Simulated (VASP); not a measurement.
Write the native input for VASP 6.6.1 that does the following.

```yaml
Task: single point
Functional: PBE
Dispersion: D3(BJ)
Potentials_or_basis: VASP PAW PBE potentials, release 64 (Mg, O, Si, Cl)
Cutoff: 520 eV
k_mesh: 2 × 2 × 1
Occupations: fermi-dirac, width 0.05 eV
Spin: no spin polarisation
Dipole_correction: no
Further_INCAR_settings: LREAL = Auto; ALGO = Normal; EDIFF = 1e-06; NBANDS = 84
```

The structure of Mg12SiCl4O12 lies in POSCAR:

```
Mg12SiCl4O12
1.0
    5.7289790000      0.0000000000      0.0000000000
    2.8644900000      4.9614410000      0.0000000000
    0.0000000000      0.0000000000     20.8471150000
Mg O Si Cl
12 12 1 4
Direct
    0.0000000000      0.0000000000      0.0479682680
   -0.0000057889      0.4999958681      0.0479682680
    0.5000018328      0.0000000000      0.0479682680
    0.4999960439      0.4999958681      0.0479682680
    0.6662826979      0.6674069086      0.1593457896
    0.6704294075      0.1637024405      0.1609623202
    0.1665274596      0.6650285673      0.1578971479
    0.1688855941      0.1634001090      0.1604154820
    0.3661922735      0.2992477387      0.2653844429
    0.3082568893      0.8067414285      0.2747046774
    0.8412283513      0.3561263754      0.2701620824
    0.8493879762      0.8150051568      0.2722774830
    0.3333307254      0.8333264469      0.1040623607
    0.3333365143      0.3333305788      0.1040623607
    0.8333325582      0.8333264469      0.1040623607
    0.8333383471      0.3333305788      0.1040623607
    0.0039379562      0.5011850388      0.2087770898
    0.0073867213      0.9854395124      0.2104559792
    0.4979071662      0.5008222410      0.2101489822
    0.5033564445      0.9980769700      0.2067384384
    0.7070706598      0.1538867438      0.3158806386
    0.6449689483      0.6865747270      0.3225338374
    0.1785548263      0.1567689710      0.3198332239
    0.1798889031      0.5773524264      0.3417211446
    1.2667138584      0.5205544115      0.4120186414
    0.9140891156      0.4892328660      0.4267832743
    1.6302103136      0.1386492352      0.4289994083
    1.2735183531      0.8824049303      0.4237756639
    1.2617317726      0.5205342561      0.5255835160
```

These files were run (other wordings do the same):

INCAR

```
SYSTEM = Mg12SiCl4O12
PREC = Accurate
ENCUT = 520
EDIFF = 1E-6
ISMEAR = -1
SIGMA = 0.05
LREAL = Auto
LASPH = .True.
NELM = 100
ALGO = Normal
ISIF = 2
LWAVE = .False.
LCHARG = .False.
GGA = PE
IVDW = 12
NBANDS = 84
```

KPOINTS

```
Automatic mesh
0
Gamma
  2 2 1
  0 0 0
```

Potentials or basis: VASP PAW PBE potentials, release 64 (Mg, O, Si, Cl).

Launch:

```bash
$ cat potpaw_PBE.64/Mg/POTCAR potpaw_PBE.64/O/POTCAR potpaw_PBE.64/Si/POTCAR potpaw_PBE.64/Cl/POTCAR > POTCAR
$ mpirun -np 1 vasp_std > vasp.out
```

Results of the run:

- Largest force: 6.580 eV/Å
- Band gap on the k mesh: zero (bands 64 and 65 overlap by 0.04 eV)
- Dispersion energy per atom: -0.245 eV

Caveat: the k points lie up to 0.63 Å⁻¹ apart.

Run time: 13 min on 1 thread of Intel(R) Xeon(R) Platinum 8259CL CPU @ 2.50GHz (Skylake/Cascade Lake), with other jobs on the host, peak memory 0.79 GiB.
